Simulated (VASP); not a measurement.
# Pb (Fm-3m) in VASP: single point with r2SCAN+rVV10

Aim: the single point of Pb with r2SCAN+rVV10.

All numbers are computed with VASP 6.6.1; they aren't measurements. Logs are shortened: lines on timing, memory, paths and dates and some standing lists are left out, and cuts for length are marked.

## (1) The cell of the first run

It takes space group Fm-3m (No. 225, cubic). The conventional cell has a = 4.957 Å, b = 4.957 Å, c = 4.957 Å, α = 90.00°, β = 90.00°, γ = 90.00°. Within 4.6 Å of Pb (site symmetry m-3m) lie 12 Pb at 3.50 Å.

## (2) Single point, r2SCAN+rVV10

File POSCAR:

```
Pb
1.0
    0.0000000000      2.4782951354      2.4782951354
    2.4782951354      0.0000000000      2.4782951354
    2.4782951354      2.4782951354      0.0000000000
Pb
1
Direct
    0.0000000000      0.0000000000      0.0000000000
```

File INCAR.step1:

```
SYSTEM = Pb
PREC     = Accurate       ! precision mode
ENCUT    = 550            ! plane-wave cutoff, eV
ISMEAR   = 0              ! smearing method
SIGMA    = 0.1            ! smearing width, eV
LREAL    = .False.        ! projectors in reciprocal space
LASPH    = .True.         ! aspherical terms in the spheres
NELM     = 120            ! most SCF steps
NBANDS   = 13             ! bands
GGA      = PE             ! functional
ALGO     = Normal         ! electronic algorithm
EDIFF    = 1E-5           ! SCF threshold, eV
LWAVE    = .True.         ! write WAVECAR
LCHARG   = .False.        ! write CHGCAR
GGA_COMPAT= .False.
```

File INCAR.step2:

```
SYSTEM = Pb
PREC     = Accurate       ! precision mode
ENCUT    = 550            ! plane-wave cutoff, eV
EDIFF    = 1E-6           ! SCF threshold, eV
ISMEAR   = 0              ! smearing method
SIGMA    = 0.1            ! smearing width, eV
LREAL    = .False.        ! projectors in reciprocal space
LASPH    = .True.         ! aspherical terms in the spheres
NELM     = 120            ! most SCF steps
ALGO     = Normal         ! electronic algorithm
ISIF     = 2              ! what is computed and relaxed
LWAVE    = .False.        ! write WAVECAR
LCHARG   = .True.         ! write CHGCAR
METAGGA  = R2SCAN         ! meta-GGA
LMIXTAU  = .True.       
LUSE_VDW = .True.       
IVDW_NL  = 2            
BPARAM   = 11.95        
CPARAM   = 0.0093       
LELF     = .True.         ! ELF
LVHAR    = .True.       
NBANDS   = 13             ! bands
ISTART   = 1            
GGA_COMPAT= .False.
```

File KPOINTS:

```
Automatic mesh
0
Gamma
  14 14 14
  0 0 0
```

Potentials or basis: VASP PAW PBE potentials, release 64 (Pb_d).

Run with:

```bash
> cat potpaw_PBE.64/Pb_d/POTCAR > POTCAR
> cp INCAR.step1 INCAR
> mpirun -np 1 vasp_std > vasp.out
> cp INCAR.step2 INCAR
> mpirun -np 1 vasp_std > vasp.out
```

OUTCAR:

```text
SYSTEM = Pb
   PREC = Accurate
   ENCUT = 550
   EDIFF = 1E-6
   ISMEAR = 0
   LREAL = .False.
   LASPH = .True.
   NELM = 120
   ISIF = 2
   METAGGA = R2SCAN
   IVDW_NL = 2
   BPARAM = 11.95
   ISTART = 1

 ion  position               nearest neighbor table
   1  0.000  0.000  0.000-

  LATTYP: Found a face centered cubic cell.
 ALAT       =     4.9565902708

  Lattice vectors:

 A1 = (   0.0000000000,   2.4782951354,   2.4782951354)
 A2 = (   2.4782951354,   0.0000000000,   2.4782951354)
 A3 = (   2.4782951354,   2.4782951354,   0.0000000000)

Analysis of symmetry for initial positions (statically):
=====================================================================
 Subroutine PRICEL returns:
 Original cell was already a primitive cell.

 Routine SETGRP: Setting up the symmetry group for a
 face centered cubic supercell.

 Subroutine GETGRP returns: Found 48 space group operations
 (whereof 48 operations were pure point group operations)
 out of a pool of 48 trial point group operations.

The static configuration has the point symmetry O_h .

Analysis of symmetry for dynamics (positions and initial velocities):
=====================================================================
 Subroutine PRICEL returns:
 Original cell was already a primitive cell.

 Routine SETGRP: Setting up the symmetry group for a
 face centered cubic supercell.

 Subroutine GETGRP returns: Found 48 space group operations
 (whereof 48 operations were pure point group operations)
 out of a pool of 48 trial point group operations.

The dynamic configuration has the point symmetry O_h .

 Subroutine INISYM returns: Found 48 space group operations
 (whereof 48 operations are pure point group operations),
 and found     1 'primitive' translations

----------------------------------------------------------------------------------------

                                     Primitive cell

  volume of cell :      30.4431

  direct lattice vectors                    reciprocal lattice vectors
     0.000000000  2.478295135  2.478295135    -0.201751596  0.201751596  0.201751596
     2.478295135  0.000000000  2.478295135     0.201751596 -0.201751596  0.201751596
     2.478295135  2.478295135  0.000000000     0.201751596  0.201751596 -0.201751596

  length of vectors
     3.504838592  3.504838592  3.504838592     0.349444016  0.349444016  0.349444016

  position of ions in fractional coordinates (direct lattice)
[... 85 lines left out ...]
   POTIM  = 0.5000    time-step for ionic-motion
   TEBEG  =    0.0;   TEEND  =   0.0 temperature during run
   PSTRESS=    0.0 pullay stress
   NELECT =      14.0000    total number of electrons
   NUPDOWN=      -1.0000    fix difference up-down
   EMIN   =  10.00;   EMAX   =-10.00  energy-range for DOS
   EFERMI =   0.00;   METHOD = LEGACY
   ISMEAR =     0;   SIGMA  =   0.10  broadening in eV -4-tet -1-fermi 0-gaus
   EFERMI_NEDOS =   21; number of points for ismear=-14 and -15
   IALGO  =     38    algorithm
   IMIX   =      4    mixing-type and parameters
     AMIX     =   0.40;   BMIX     =  1.00
     AMIX_MAG =   1.60;   BMIX_MAG =  1.00
  volume/ion in A,a.u.               =      30.44       205.44
  Fermi-wavevector in a.u.,A,eV,Ry     =   1.263634  2.387921 21.725372  1.596770
  Thomas-Fermi vector in A             =   2.396980
   LORBIT       =      0    0 simple, 1 ext, 2 COOP (PROOUT), +10 PAW based schemes
   METAGGA = R2SCAN    functional components
   LHFCALC =     F    Hartree Fock is set to
   AEXX    =    0.0000 exact exchange contribution
   IVDW_NL    =     2    kernel type
   BPARAM     =11.9500
   IVDW    =     0    specifies the selected vdW correction
   LEPSILON=     F    determine dielectric tensor
   LRPA    =     F    only Hartree local field effects (RPA)
 non-spin polarized calculation
 Gauss-broadening in eV      SIGMA  =   0.10
  energy-cutoff  :      550.00
  volume of cell :       30.44
 maximum number of plane-waves:       911
   NGX = 13   NGY = 13   NGZ = 13

 number of electron      13.9999999 magnetization

 Free energy of the ion-electron system (eV)
  ---------------------------------------------------
  ext. energy  EPLUGINS =         0.00000000
  ---------------------------------------------------
  free energy    TOTEN  =       -55.91978072 eV

  energy without entropy =      -55.91755667  energy(sigma->0) =      -55.91866869

 E-fermi :   7.1993     XC(G=0): -10.9385

 val. band max:        7.1871511751   @ k =  -0.2857   0.2857   0.0714
 cond. band min:       7.2281796127   @ k =   0.3571   0.2143   0.0000
 fundamental gap:      0.0410284376
 Fermi energy:         7.1992610000

 k-point     1 :       0.0000    0.0000    0.0000
  band No.  band energies     occupation
      1     -10.5336      2.00000
      2     -10.5336      2.00000
      3     -10.5336      2.00000
      4     -10.3864      2.00000
      5     -10.3864      2.00000
      6      -5.1123      2.00000
      7      14.8653      0.00000
      8      14.8653      0.00000
      9      14.8653      0.00000
     10      17.5574      0.00000
     11      19.3878      0.00000
     12      20.2192      0.00000
     13      20.2192      0.00000
[... 354 lines left out ...]
  band No.  band energies     occupation
      1     -10.5775      2.00000
      2     -10.4728      2.00000
      3     -10.4427      2.00000
      4     -10.3985      2.00000
      5     -10.3127      2.00000
      6      -3.6105      2.00000
      7       8.4890      0.00000
      8      12.0663      0.00000
      9      12.3408      0.00000
     10      16.1311      0.00000
     11      17.7709      0.00000
     12      21.6320      0.00000
     13      22.3774      0.00000

 [... further k-points ...]

------------------------ aborting loop because EDIFF is reached ----------------------------------------

  FORCE on cell =-STRESS in cart. coord.  units (eV):
  Direction    XX          YY          ZZ          XY          YZ          ZX
  --------------------------------------------------------------------------------------
  -------------------------------------------------------------------------------------
  Total        0.0358214      0.0358214      0.0358214      0.0000000      0.0000000      0.0000000
  in kB        1.8852300      1.8852300      1.8852300      0.0000000      0.0000000      0.0000000
  external PRESSURE =       1.8852300 kB  Pullay stress =       0.0000000 kB

 VOLUME and BASIS-vectors are now :
 -----------------------------------------------------------------------------
  energy-cutoff  :      550.00
  volume of cell :       30.44
      direct lattice vectors                 reciprocal lattice vectors
     0.000000000  2.478295135  2.478295135    -0.201751596  0.201751596  0.201751596
     2.478295135  0.000000000  2.478295135     0.201751596 -0.201751596  0.201751596
     2.478295135  2.478295135  0.000000000     0.201751596  0.201751596 -0.201751596

 POSITION                                       TOTAL-FORCE (eV/Angst)
 -----------------------------------------------------------------------------------
      0.00000      0.00000      0.00000         0.000000      0.000000      0.000000
 -----------------------------------------------------------------------------------
    total drift:                               -0.000000      0.000000     -0.000000

  FREE ENERGIE OF THE ION-ELECTRON SYSTEM (eV)
  ---------------------------------------------------
  free  energy   TOTEN  =       -55.9197807170 eV

  energy  without entropy=      -55.9175566714  energy(sigma->0) =      -55.91866869
```

OSZICAR.step1:

```text
N       E                     dE             d eps       ncg     rms          rms(c)
DAV:   1     0.109473525595E+03    0.10947E+03   -0.73254E+03  2755   0.130E+03
DAV:   2     0.166672054304E+01   -0.10781E+03   -0.10446E+03  2794   0.318E+02
DAV:   3    -0.344645729315E+01   -0.51132E+01   -0.50936E+01  3360   0.743E+01
DAV:   4    -0.356472101235E+01   -0.11826E+00   -0.11823E+00  3424   0.120E+01
DAV:   5    -0.356941993377E+01   -0.46989E-02   -0.46988E-02  3726   0.218E+00    0.522E-01
DAV:   6    -0.356028245307E+01    0.91375E-02   -0.12724E-02  3504   0.198E+00    0.259E-01
DAV:   7    -0.355810693073E+01    0.21755E-02   -0.55505E-03  3489   0.122E+00    0.878E-02
DAV:   8    -0.355805394163E+01    0.52989E-04   -0.41195E-04  3683   0.323E-01    0.988E-03
DAV:   9    -0.355805100535E+01    0.29363E-05   -0.79093E-06  2277   0.537E-02
   1 F= -.35580510E+01 E0= -.35569714E+01  d E =-.215927E-02
```

Run time: 4.7 min. Hardware: 1 thread of AMD EPYC 7R13, shared host; peak memory 0.26 GiB.

What came out:

```yaml
Free_energy: -55.9198 eV
Pressure: 0.2 GPa
Band_gap_on_the_k_mesh: zero (band 7 reaches 14.87 eV, above the bottom of band 8 at 5.56 eV)
```

Levels at points of the mesh, in eV from the Fermi level:
```tsv
k point	band 4	band 5	band 6	band 7	band 8	band 9	band 10	band 11
(0.00, 0.00, 0.00)	-17.59	-17.59	-12.31	7.67	7.67	7.67	10.36	12.19
(0.50, 0.00, 0.00)	-17.44	-17.44	-8.51	-4.42	5.74	5.74	9.89	9.97
(0.50, 0.50, 0.00)	-17.41	-17.41	-7.01	-3.50	2.07	2.07	5.83	6.95
```

Caveat: the PAW data sets were made with another functional, which shifts forces and pressure a little; spin-orbit coupling is left out, which moves the levels of the heavy elements.
